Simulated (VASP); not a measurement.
# Nb (P6_3/mmc) in VASP: a series of runs, part 2 of 2

VASP 6.6.1. The steps go on from the part before.

## (4) Relaxation of shape and atoms at fixed volume, LDA

This run uses another cell than the first one, of 16.76 Å³/atom.

File INCAR:

```
SYSTEM = Nb
  PREC = Accurate
  ENCUT = 600
  EDIFF = 1E-6
  ISMEAR = -1
  SIGMA = 0.05
  LREAL = .False.
  LASPH = .True.
  NELM = 100
  ALGO = Normal
  ISIF = 4
  LWAVE = .False.
  LCHARG = .False.
  IBRION = 2
  NSW = 50
  EDIFFG = -0.005
```

File KPOINTS:

```
Automatic mesh
0
Gamma
  15 15 8
  0 0 0
```

File POSCAR:

```
Nb
1.0
    2.7631790058      0.0000000000      0.0000000000
   -1.3815895030      2.3929832142      0.0000000000
    0.0000000000      0.0000000000      5.0681283287
Nb
2
Direct
    0.3333333333      0.6666666667      0.2500000000
    0.6666666667      0.3333333333      0.7500000000
```

Potentials or basis: VASP PAW LDA potentials, release 64 (Nb_sv).

Command:

```bash
$ cat potpaw_LDA.64/Nb_sv/POTCAR > POTCAR
$ mpirun -np 1 vasp_std > vasp.out
```

OUTCAR:

```text
SYSTEM = Nb
   PREC = Accurate
   ENCUT = 600
   EDIFF = 1E-6
   ISMEAR = -1
   LREAL = .False.
   LASPH = .True.
   NELM = 100
   ISIF = 4
   IBRION = 2
   NSW = 50
   EDIFFG = -0.005

 ion  position               nearest neighbor table
   1  0.333  0.667  0.250-   2 2.99   2 2.99   2 2.99   2 2.99   2 2.99   2 2.99
   2  0.667  0.333  0.750-   1 2.99   1 2.99   1 2.99   1 2.99   1 2.99   1 2.99

  LATTYP: Found a hexagonal cell.
 ALAT       =     2.7631790058
 C/A-ratio  =     1.8341657627

  Lattice vectors:

 A1 = (   2.7631790058,   0.0000000000,   0.0000000000)
 A2 = (  -1.3815895030,   2.3929832142,   0.0000000000)
 A3 = (   0.0000000000,   0.0000000000,   5.0681283287)

Analysis of symmetry for initial positions (statically):
=====================================================================
 Subroutine PRICEL returns:
 Original cell was already a primitive cell.

 Routine SETGRP: Setting up the symmetry group for a
 hexagonal supercell.

 Subroutine GETGRP returns: Found 24 space group operations
 (whereof 12 operations were pure point group operations)
 out of a pool of 24 trial point group operations.

The static configuration has the point symmetry D_3d.
 The point group associated with its full space group is D_6h.

Analysis of symmetry for dynamics (positions and initial velocities):
=====================================================================
 Subroutine PRICEL returns:
 Original cell was already a primitive cell.

 Routine SETGRP: Setting up the symmetry group for a
 hexagonal supercell.

 Subroutine GETGRP returns: Found 24 space group operations
 (whereof 12 operations were pure point group operations)
 out of a pool of 24 trial point group operations.

The dynamic configuration has the point symmetry D_3d.
 The point group associated with its full space group is D_6h.

 Subroutine INISYM returns: Found 24 space group operations
 (whereof 12 operations are pure point group operations),
 and found     1 'primitive' translations

----------------------------------------------------------------------------------------

                                     Primitive cell

  volume of cell :      33.5117

  direct lattice vectors                    reciprocal lattice vectors
     2.763179006  0.000000000  0.000000000     0.361901997  0.208944215  0.000000000
    -1.381589503  2.392983214  0.000000000     0.000000000  0.417888431  0.000000000
     0.000000000  0.000000000  5.068128329     0.000000000  0.000000000  0.197311499

  length of vectors
     2.763179006  2.763179006  5.068128329     0.417888431  0.417888431  0.197311499

  position of ions in fractional coordinates (direct lattice)
     0.333333333  0.666666667  0.250000000
     0.666666667  0.333333333  0.750000000

  ion indices of the primitive-cell ions
   primitive index   ion index
                 1           1
                 2           2

----------------------------------------------------------------------------------------

 KPOINTS: Automatic mesh

Automatic generation of k-mesh.
 Grid dimensions read from file:
[... 45 lines left out ...]
  0.400000  0.200000  0.000000      6.000000
 [... further k-points ...]
   k-points           NKPTS =    135   k-points in BZ     NKDIM =    135   number of bands    NBANDS=     17
   number of dos      NEDOS =    301   number of ions     NIONS =      2
   total plane-waves  NPLWV =  23040
   dimension x,y,z NGX =    24 NGY =   24 NGZ =   40
   dimension x,y,z NGXF=    48 NGYF=   48 NGZF=   80
   ions per type =               2
   NGX,Y,Z   is equivalent  to a cutoff of  14.44, 14.44, 13.12 a.u.
   NGXF,Y,Z  is equivalent  to a cutoff of  28.88, 28.88, 26.24 a.u.
 SYSTEM =  Nb
   PREC   = accura    normal or accurate (medium, high low for compatibility)
   ISTART =      0    job   : 0-new  1-cont  2-samecut
   ICHARG =      2    charge: 1-file 2-atom 10-const
   ISPIN  =      1    spin polarized calculation?
   LNONCOLLINEAR =      F non collinear calculations
   LSORBIT =      F    spin-orbit coupling
   LASPH  =      T    aspherical Exc in radial PAW
   ENCUT  =  600.0 eV  44.10 Ry    6.64 a.u.   5.52  5.52 10.12*2*pi/ulx,y,z
   NELM   =    100;   NELMIN=  2; NELMDL= -5     # of ELM steps
   EDIFF  = 0.1E-05   stopping-criterion for ELM
   LREAL  =      F    real-space projection
   EDIFFG = -.5E-02   stopping-criterion for IOM
   NSW    =     50    number of steps for IOM
   IBRION =      2    ionic relax: 0-MD 1-quasi-New 2-CG
   NFREE  =      1    steps in history (QN), initial steepest desc. (CG)
   ISIF   =      4    stress and relaxation
   ISYM   =      2    0-nonsym 1-usesym 2-fastsym
   POTIM  = 0.5000    time-step for ionic-motion
   TEBEG  =    0.0;   TEEND  =   0.0 temperature during run
   PSTRESS=    0.0 pullay stress
   NELECT =      26.0000    total number of electrons
   NUPDOWN=      -1.0000    fix difference up-down
   EMIN   =  10.00;   EMAX   =-10.00  energy-range for DOS
   EFERMI =   0.00;   METHOD = LEGACY
   ISMEAR =    -1;   SIGMA  =   0.05  broadening in eV -4-tet -1-fermi 0-gaus
   EFERMI_NEDOS =   21; number of points for ismear=-14 and -15
   IALGO  =     38    algorithm
   IMIX   =      4    mixing-type and parameters
     AMIX     =   0.40;   BMIX     =  1.00
     AMIX_MAG =   1.60;   BMIX_MAG =  1.00
  volume/ion in A,a.u.               =      16.76       113.07
  Fermi-wavevector in a.u.,A,eV,Ry     =   1.504298  2.842711 30.788790  2.262912
  Thomas-Fermi vector in A             =   2.615296
   LORBIT       =      0    0 simple, 1 ext, 2 COOP (PROOUT), +10 PAW based schemes
   GGA     = CA    functional components
   LHFCALC =     F    Hartree Fock is set to
   AEXX    =    0.0000 exact exchange contribution
   IVDW    =     0    specifies the selected vdW correction
   LEPSILON=     F    determine dielectric tensor
   LRPA    =     F    only Hartree local field effects (RPA)
 conjugate gradient relaxation of ions
 non-spin polarized calculation
  energy-cutoff  :      600.00
  volume of cell :       33.51
 maximum number of plane-waves:      1148
 NGX is ok and might be reduce to    24
   NGX = 11   NGY = 11   NGZ = 21

--------------------------------------- Ionic step        1  -------------------------------------------

 number of electron      26.0000000 magnetization

 Free energy of the ion-electron system (eV)
  ---------------------------------------------------
  ext. energy  EPLUGINS =         0.00000000
  ---------------------------------------------------
  free energy    TOTEN  =       -21.83173819 eV

  energy without entropy =      -21.81119224  energy(sigma->0) =      -21.82146521

------------------------ aborting loop because EDIFF is reached ----------------------------------------

  FORCE on cell =-STRESS in cart. coord.  units (eV):
  Direction    XX          YY          ZZ          XY          YZ          ZX
  --------------------------------------------------------------------------------------
  -------------------------------------------------------------------------------------
  Total        2.1734526      2.1734526      1.9805192     -0.0000000      0.0000000     -0.0000000
  in kB      103.9117095    103.9117095     94.6876571     -0.0000000      0.0000000     -0.0000000
  external PRESSURE =     100.8370254 kB  Pullay stress =       0.0000000 kB
[... 59 lines left out ...]
--------------------------------------- Ionic step        3  -------------------------------------------

 number of electron      26.0000001 magnetization

 Free energy of the ion-electron system (eV)
  ---------------------------------------------------
  ext. energy  EPLUGINS =         0.00000000
  ---------------------------------------------------
  free energy    TOTEN  =       -21.83200111 eV

  energy without entropy =      -21.81170792  energy(sigma->0) =      -21.82185452

 E-fermi :  12.4160     XC(G=0): -13.0745

 val. band max:       12.3655287530   @ k =   0.2000   0.0000   0.3750
 cond. band min:      12.4195234542   @ k =   0.4000   0.1333   0.0000
 fundamental gap:      0.0539947012
 Fermi energy:        12.4160055307

 k-point     1 :       0.0000    0.0000    0.0000
  band No.  band energies     occupation
      1     -41.9527      2.00000
      2     -41.7531      2.00000
      3     -18.7921      2.00000
      4     -17.4577      2.00000
      5     -17.1846      2.00000
      6     -17.1846      2.00000
[... 457 lines left out ...]
      4     -18.6261      2.00000
      5     -18.0482      2.00000
      6     -17.9459      2.00000
[... 9 lines left out ...]
     16      16.2393      0.00000
     17      16.2836      0.00000

 [... further k-points ...]

------------------------ aborting loop because EDIFF is reached ----------------------------------------

  FORCE on cell =-STRESS in cart. coord.  units (eV):
  Direction    XX          YY          ZZ          XY          YZ          ZX
  --------------------------------------------------------------------------------------
  -------------------------------------------------------------------------------------
  Total        2.1052457      2.1052457      2.1096297     -0.0000000      0.0000000      0.0000000
  in kB      100.6507708    100.6507708    100.8603641     -0.0000000      0.0000000      0.0000000
  external PRESSURE =     100.7206352 kB  Pullay stress =       0.0000000 kB
[... 17 lines left out ...]
  FREE ENERGIE OF THE ION-ELECTRON SYSTEM (eV)
  ---------------------------------------------------
  free  energy   TOTEN  =       -21.8320011114 eV

  energy  without entropy=      -21.8117079221  energy(sigma->0) =      -21.82185452

 reached required accuracy - stopping structural energy minimisation
```

CONTCAR:

```text
Nb
   1.00000000000000
     2.7669750646887059   -0.0000000000053538   -0.0000000000000000
    -1.3834875324491269    2.3962706976320520    0.0000000000000000
     0.0000000000000000    0.0000000000000000    5.0542317694303343
  Nb
     2
Direct
     0.3333333332999970    0.6666666667000030    0.2500000000000000
     0.6666666667000030    0.3333333332999970    0.7500000000000000

  0.00000000E+00  0.00000000E+00  0.00000000E+00
  0.00000000E+00  0.00000000E+00  0.00000000E+00
```

Run time: 2.7 min. Hardware: 1 thread of Intel Xeon 8259CL, shared host; peak memory 0.2 GiB.

What came out:

```
Free energy               : -21.8320 eV
Energy gained by relaxing : 0.1 meV/atom
Ionic steps               : 3
Pressure after relaxing   : 10.1 GPa
Band gap on the k mesh    : zero (bands 13 and 14 overlap by 3.24 eV)
```

Step by step:
```csv
step,energy change (eV),largest force (eV/Å),pressure (GPa),volume (Å³)
1,0.0000,0.0000,10.08,33.51
2,-0.0003,0.0000,10.06,33.51
3,-0.0003,0.0000,10.07,33.51
```

Final structure:
```
Nb
1.0
     2.76698    0.00000    0.00000
    -1.38349    2.39627    0.00000
     0.00000    0.00000    5.05423
Nb
2
Direct
  0.33333 0.66667 0.25000
  0.66667 0.33333 0.75000
```

## (5) Relaxation of cell and atoms, LDA

This run uses another cell than the first one, of 17.10 Å³/atom.

File INCAR:

```
SYSTEM = Nb
PREC = Accurate
ENCUT = 600
EDIFF = 1E-6
ISMEAR = -1
SIGMA = 0.05
LREAL = .False.
LASPH = .True.
NELM = 100
ALGO = Normal
ISIF = 3
LWAVE = .False.
LCHARG = .False.
GGA = CA
IBRION = 2
NSW = 60
EDIFFG = -0.005
```

KPOINTS is that of step 4.

File POSCAR:

```
Nb
1.0
    2.8997508145      0.0000000000      0.0000000000
   -1.4498754073      2.5112578700      0.0000000000
    0.0000000000      0.0000000000      4.6975963195
Nb
2
Direct
    0.3333333333      0.6666666667      0.2500000000
    0.6666666667      0.3333333333      0.7500000000
```

Command:

```bash
$ cat potpaw_LDA.64/Nb_sv/POTCAR > POTCAR
$ mpirun -np 1 vasp_std > vasp.out
```

Run time: 12 min. Hardware: 1 thread of Intel Xeon 8259CL, shared host; peak memory 0.21 GiB.

The run converged. Its results:

* Free energy: -21.8848 eV
* Relaxed volume: 17.63 Å³/atom
* Relaxed cell: a = 2.811 Å, b = 2.811 Å, c = 5.153 Å, α = 90.00°, β = 90.00°, γ = 120.00°
* Space group after relaxing (to 0.1 Å): P6_3/mmc (No. 194)
* Energy gained by relaxing: 75.4 meV/atom
* Ionic steps: 13
* Pressure after relaxing: 0.0 GPa
* Band gap on the k mesh: zero (bands 13 and 14 overlap by 3.04 eV)

Step by step:
| step | energy change (eV) | largest force (eV/Å) | pressure (GPa) | volume (Å³) |
| --- | --- | --- | --- | --- |
| 1 | 0.0000 | 0.0000 | 5.72 | 34.21 |
| 2 | -0.0093 | 0.0000 | -9.39 | 37.30 |
| 3 | -0.0398 | 0.0000 | -2.87 | 35.82 |
| 4 | -0.1239 | 0.0000 | -3.91 | 36.01 |
| 5 | -0.0521 | 0.0000 | -2.36 | 36.09 |
| 6 | -0.1404 | 0.0000 | -3.99 | 36.06 |
| 7 | -0.1122 | 0.0000 | 8.35 | 33.80 |
| 8 | -0.1509 | 0.0000 | -0.12 | 35.28 |
| 9 | -0.1509 | 0.0000 | -0.02 | 35.26 |
| 10 | -0.1509 | 0.0000 | -0.01 | 35.25 |
| 11 | -0.1509 | 0.0000 | 0.01 | 35.25 |
| 12 | -0.1509 | 0.0000 | 0.03 | 35.25 |
| 13 | -0.1509 | 0.0000 | 0.02 | 35.25 |

Final structure:
```
Nb
1.0
     2.81060    0.00000    0.00000
    -1.40530    2.43405    0.00000
     0.00000    0.00000    5.15308
Nb
2
Direct
  0.33333 0.66667 0.25000
  0.66667 0.33333 0.75000
```

Levels at points of the mesh, in eV from the Fermi level:
| k point | band 9 | band 10 | band 11 | band 12 | band 13 | band 14 | band 15 | band 16 | band 17 |
| --- | --- | --- | --- | --- | --- | --- | --- | --- | --- |
| (0.00, 0.00, 0.00) | -6.30 | -4.05 | -1.13 | 0.29 | 0.29 | 0.66 | 0.76 | 0.76 | 2.72 |
| (0.00, 0.00, 0.50) | -4.66 | -4.66 | -1.33 | -1.33 | 0.36 | 0.36 | 0.36 | 0.36 | 3.89 |

## (6) The runs side by side

| task | cell | cutoff (eV) | gap on the mesh (eV) | pressure (GPa) |
| --- | --- | --- | --- | --- |
| single point | a = 2.470, b = 2.470, c = 4.341 Å, angles 90.0, 90.0, 120.0°, 2 atoms | 520 | none | 168.9 |
| relaxation of shape and atoms at fixed volume | relaxed from a = 2.763, b = 2.763, c = 5.068 Å, angles 90.0, 90.0, 120.0°, 2 atoms | 600 | none | 10.1 |
| relaxation of cell and atoms | relaxed from a = 2.900, b = 2.900, c = 4.698 Å, angles 90.0, 90.0, 120.0°, 2 atoms | 600 | none | 0.0 |

Alike in all rows: level LDA; potentials or basis VASP PAW LDA potentials, release 64 (Nb_sv); no spin polarisation; k mesh 15 × 15 × 8; smearing fermi-dirac 0.05 eV.

Caveats: the cell stands under pressure (at least some runs).

Total energies depend on the potentials used, so only differences within one code and one set of settings carry meaning.
